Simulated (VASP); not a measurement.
A run of VASP 6.6.1 is set up as follows.

The input INCAR:

```
PREC = Accurate
ENCUT = 600
EDIFF = 1E-6
ISMEAR = 0
SIGMA = 0.1
LREAL = False
LASPH = True
NELM = 120
ALGO = Normal
ISIF = 2
LWAVE = False
LCHARG = False
GGA = CA
NBANDS = 11
GGA_COMPAT = False
```

Contents of KPOINTS:

```
Automatic mesh
0
Gamma
  15 15 12
```

File POSCAR:

```
MgB2
1.0
    3.1029234695      0.0000000000      0.0000000000
   -1.5514617348      2.6872105506      0.0000000000
    0.0000000000      0.0000000000      3.6063736873
Mg B
1 2
Direct
    0.0000000000      0.0000000000      0.0000000000
    0.3333333333      0.6666666667      0.5000000000
    0.6666666667      0.3333333333      0.5000000000
```

Potentials or basis: VASP PAW LDA potentials, release 64 (Mg, B).

Run with:

```console
$ cat potpaw_LDA.64/Mg/POTCAR potpaw_LDA.64/B/POTCAR > POTCAR
$ mpirun -np 1 vasp_std > vasp.out
```

Problem. Predict the band gap on the k mesh.

Solution. Zero (band 4 reaches 6.66 eV, above the bottom of band 5 at 3.06 eV).

Problem. Estimate the pressure.

Solution. -12.0 GPa.

Stress tensor (GPa, compression positive):
```
-11.93   0.00   0.00
  0.00 -11.93   0.00
  0.00   0.00 -12.12
```
